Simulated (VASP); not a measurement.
# W (Pm-3n) in VASP: notebook, part 2 of 2

VASP 6.6.1. Earlier steps stand in the parts before.

## 3. Single point, PBE (15.76 Å³/atom)

This run uses another cell than the first one, of 15.76 Å³/atom.

INCAR reads:

```
PREC = Accurate
ENCUT = 520
EDIFF = 1E-6
ISMEAR = -1
SIGMA = 0.05
LREAL = False
LASPH = True
NELM = 60
ALGO = Normal
ISIF = 2
LWAVE = False
LCHARG = True
GGA = PE
LELF = True
LVHAR = True
NBANDS = 66
```

KPOINTS reads:

```
regular mesh
0
Gamma
  9 9 9
```

POSCAR reads:

```
W
1.0
    5.0143023895      0.0000000000      0.0000000000
    0.0000000000      5.0143023895      0.0000000000
    0.0000000000      0.0000000000      5.0143023895
W
8
Direct
    0.0000000000      0.0000000000      0.0000000000
    0.5000000000      0.5000000000      0.5000000000
    0.0000000000      0.5000000000      0.2500000000
    0.0000000000      0.5000000000      0.7500000000
    0.2500000000      0.0000000000      0.5000000000
    0.7500000000      0.0000000000      0.5000000000
    0.5000000000      0.7500000000      0.0000000000
    0.5000000000      0.2500000000      0.0000000000
```

Potentials or basis: VASP PAW PBE potentials, release 64 (W_sv).

The run is started by

```
$ cat potpaw_PBE.64/W_sv/POTCAR > POTCAR
$ mpirun -np 1 vasp_std > vasp.out
```

OUTCAR:

```text
PREC = Accurate
   ENCUT = 520
   EDIFF = 1E-6
   ISMEAR = -1
   LREAL = False
   LASPH = True
   NELM = 60
   ISIF = 2
   GGA = PE

 ion  position               nearest neighbor table
   1  0.000  0.000  0.000-   3 2.80   4 2.80   5 2.80   6 2.80   7 2.80   8 2.80   5 2.80   6 2.80
                             3 2.80   4 2.80   7 2.80   8 2.80
   2  0.500  0.500  0.500-   3 2.80   4 2.80   5 2.80   6 2.80   7 2.80   8 2.80   7 2.80   8 2.80
                             5 2.80   6 2.80   3 2.80   4 2.80
   3  0.000  0.500  0.250-   4 2.51   4 2.51   1 2.80   2 2.80   1 2.80   2 2.80   8 3.07   5 3.07
                             6 3.07   5 3.07   6 3.07   7 3.07   7 3.07   8 3.07
   4  0.000  0.500  0.750-   3 2.51   3 2.51   1 2.80   2 2.80   1 2.80   2 2.80   8 3.07   5 3.07
                             6 3.07   5 3.07   6 3.07   7 3.07   7 3.07   8 3.07
   5  0.250  0.000  0.500-   6 2.51   6 2.51   1 2.80   1 2.80   2 2.80   2 2.80   8 3.07   4 3.07
                             7 3.07   8 3.07   3 3.07   3 3.07   4 3.07   7 3.07
   6  0.750  0.000  0.500-   5 2.51   5 2.51   1 2.80   1 2.80   2 2.80   2 2.80   8 3.07   4 3.07
                             7 3.07   8 3.07   3 3.07   3 3.07   4 3.07   7 3.07
   7  0.500  0.750  0.000-   8 2.51   8 2.51   1 2.80   2 2.80   2 2.80   1 2.80   3 3.07   4 3.07
                             5 3.07   6 3.07   5 3.07   6 3.07   3 3.07   4 3.07
   8  0.500  0.250  0.000-   7 2.51   7 2.51   1 2.80   2 2.80   2 2.80   1 2.80   3 3.07   4 3.07
                             5 3.07   6 3.07   5 3.07   6 3.07   3 3.07   4 3.07

  LATTYP: Found a simple cubic cell.
 ALAT       =     5.0143023895

  Lattice vectors:

 A1 = (   5.0143023895,   0.0000000000,   0.0000000000)
 A2 = (   0.0000000000,   5.0143023895,   0.0000000000)
 A3 = (   0.0000000000,   0.0000000000,   5.0143023895)

Analysis of symmetry for initial positions (statically):
=====================================================================
 Subroutine PRICEL returns:
 Original cell was already a primitive cell.

 Routine SETGRP: Setting up the symmetry group for a
 simple cubic supercell.

 Subroutine GETGRP returns: Found 48 space group operations
 (whereof 24 operations were pure point group operations)
 out of a pool of 48 trial point group operations.

The static configuration has the point symmetry T_h .
 The point group associated with its full space group is O_h .

Analysis of symmetry for dynamics (positions and initial velocities):
=====================================================================
 Subroutine PRICEL returns:
 Original cell was already a primitive cell.

 Routine SETGRP: Setting up the symmetry group for a
 simple cubic supercell.

 Subroutine GETGRP returns: Found 48 space group operations
 (whereof 24 operations were pure point group operations)
 out of a pool of 48 trial point group operations.

The dynamic configuration has the point symmetry T_h .
 The point group associated with its full space group is O_h .

 Subroutine INISYM returns: Found 48 space group operations
 (whereof 24 operations are pure point group operations),
 and found     1 'primitive' translations

----------------------------------------------------------------------------------------

                                     Primitive cell

  volume of cell :     126.0758

  direct lattice vectors                    reciprocal lattice vectors
     5.014302390  0.000000000  0.000000000     0.199429536  0.000000000  0.000000000
     0.000000000  5.014302390  0.000000000     0.000000000  0.199429536  0.000000000
     0.000000000  0.000000000  5.014302390     0.000000000  0.000000000  0.199429536

[... 75 lines left out ...]
  0.444444  0.333333  0.111111     48.000000
 [... further k-points ...]
   k-points           NKPTS =     35   k-points in BZ     NKDIM =     35   number of bands    NBANDS=     66
   number of dos      NEDOS =    301   number of ions     NIONS =      8
   total plane-waves  NPLWV =  64000
   dimension x,y,z NGX =    40 NGY =   40 NGZ =   40
   dimension x,y,z NGXF=    80 NGYF=   80 NGZF=   80
   ions per type =               8
   NGX,Y,Z   is equivalent  to a cutoff of  13.26, 13.26, 13.26 a.u.
   NGXF,Y,Z  is equivalent  to a cutoff of  26.52, 26.52, 26.52 a.u.
 SYSTEM =  unknown system
   PREC   = accura    normal or accurate (medium, high low for compatibility)
   ISTART =      0    job   : 0-new  1-cont  2-samecut
   ICHARG =      2    charge: 1-file 2-atom 10-const
   ISPIN  =      1    spin polarized calculation?
   LNONCOLLINEAR =      F non collinear calculations
   LSORBIT =      F    spin-orbit coupling
   LASPH  =      T    aspherical Exc in radial PAW
   ENCUT  =  520.0 eV  38.22 Ry    6.18 a.u.   9.32  9.32  9.32*2*pi/ulx,y,z
   NELM   =     60;   NELMIN=  2; NELMDL= -5     # of ELM steps
   EDIFF  = 0.1E-05   stopping-criterion for ELM
   LREAL  =      F    real-space projection
   EDIFFG = 0.1E-04   stopping-criterion for IOM
   NSW    =      0    number of steps for IOM
   IBRION =     -1    ionic relax: 0-MD 1-quasi-New 2-CG
   NFREE  =      0    steps in history (QN), initial steepest desc. (CG)
   ISIF   =      2    stress and relaxation
   ISYM   =      2    0-nonsym 1-usesym 2-fastsym
   POTIM  = 0.5000    time-step for ionic-motion
   TEBEG  =    0.0;   TEEND  =   0.0 temperature during run
   PSTRESS=    0.0 pullay stress
   NELECT =     112.0000    total number of electrons
   NUPDOWN=      -1.0000    fix difference up-down
   EMIN   =  10.00;   EMAX   =-10.00  energy-range for DOS
   EFERMI =   0.00;   METHOD = LEGACY
   ISMEAR =    -1;   SIGMA  =   0.05  broadening in eV -4-tet -1-fermi 0-gaus
   EFERMI_NEDOS =   21; number of points for ismear=-14 and -15
   IALGO  =     38    algorithm
   IMIX   =      4    mixing-type and parameters
     AMIX     =   0.40;   BMIX     =  1.00
     AMIX_MAG =   1.60;   BMIX_MAG =  1.00
  volume/ion in A,a.u.               =      15.76       106.35
  Fermi-wavevector in a.u.,A,eV,Ry     =   1.573754  2.973965 33.697593  2.476703
  Thomas-Fermi vector in A             =   2.674991
   LORBIT       =      0    0 simple, 1 ext, 2 COOP (PROOUT), +10 PAW based schemes
   GGA     = PE    functional components
   LHFCALC =     F    Hartree Fock is set to
   AEXX    =    0.0000 exact exchange contribution
   IVDW    =     0    specifies the selected vdW correction
   LEPSILON=     F    determine dielectric tensor
   LRPA    =     F    only Hartree local field effects (RPA)
 non-spin polarized calculation
  energy-cutoff  :      520.00
  volume of cell :      126.08
 maximum number of plane-waves:      3422
 NGX is ok and might be reduce to    40
   NGX = 19   NGY = 19   NGZ = 19

 number of electron     111.9999963 magnetization

 Free energy of the ion-electron system (eV)
  ---------------------------------------------------
  ext. energy  EPLUGINS =         0.00000000
  ---------------------------------------------------
  free energy    TOTEN  =      -102.69208993 eV

  energy without entropy =     -102.66423672  energy(sigma->0) =     -102.67816332

 E-fermi :  11.3127     XC(G=0): -13.6595

 val. band max:       11.3005529291   @ k =   0.4444   0.3333   0.0000
 cond. band min:      11.3396193480   @ k =   0.3333   0.3333   0.0000
 fundamental gap:      0.0390664189
 Fermi energy:        11.3126503773

 k-point     1 :       0.0000    0.0000    0.0000
  band No.  band energies     occupation
      1     -62.7046      2.00000
      2     -62.6512      2.00000
      3     -62.6512      2.00000
      4     -62.4950      2.00000
      5     -62.4950      2.00000
      6     -62.4950      2.00000
[... 1645 lines left out ...]
     65      13.7423      0.00000
     66      14.3479      0.00000

 [... further k-points ...]
[... 5 lines left out ...]
  --------------------------------------------------------------------------------------
  -------------------------------------------------------------------------------------
  Total       10.4708141     10.4708141     10.4708141      0.0000000      0.0000000      0.0000000
  in kB      133.0636611    133.0636611    133.0636611      0.0000000      0.0000000      0.0000000
  external PRESSURE =     133.0636611 kB  Pullay stress =       0.0000000 kB

 VOLUME and BASIS-vectors are now :
 -----------------------------------------------------------------------------
  energy-cutoff  :      520.00
  volume of cell :      126.08
      direct lattice vectors                 reciprocal lattice vectors
     5.014302390  0.000000000  0.000000000     0.199429536  0.000000000  0.000000000
     0.000000000  5.014302390  0.000000000     0.000000000  0.199429536  0.000000000
     0.000000000  0.000000000  5.014302390     0.000000000  0.000000000  0.199429536

 POSITION                                       TOTAL-FORCE (eV/Angst)
 -----------------------------------------------------------------------------------
      0.00000      0.00000      0.00000         0.000000      0.000000     -0.000000
      2.50715      2.50715      2.50715         0.000000      0.000000     -0.000000
      0.00000      2.50715      1.25358         0.000000     -0.000000     -0.000000
      0.00000      2.50715      3.76073        -0.000000     -0.000000     -0.000000
      1.25358      0.00000      2.50715         0.000000     -0.000000      0.000000
      3.76073      0.00000      2.50715        -0.000000      0.000000      0.000000
      2.50715      3.76073      0.00000         0.000000      0.000000      0.000000
      2.50715      1.25358      0.00000        -0.000000     -0.000000     -0.000000
 -----------------------------------------------------------------------------------
    total drift:                                0.000000     -0.000000      0.000000

  FREE ENERGIE OF THE ION-ELECTRON SYSTEM (eV)
  ---------------------------------------------------
  free  energy   TOTEN  =      -102.6920899316 eV

  energy  without entropy=     -102.6642367172  energy(sigma->0) =     -102.67816332
```

It took 6.3 min on 1 thread of Intel Xeon 8259CL, shared host; peak memory 0.36 GiB.

What came out:

```
Free energy            : -102.6921 eV
Pressure               : 13.3 GPa
Band gap on the k mesh : zero (bands 56 and 57 overlap by 0.82 eV)
```

Caveat: the cell stands under pressure; spin-orbit coupling is left out, which moves the levels of the heavy elements.
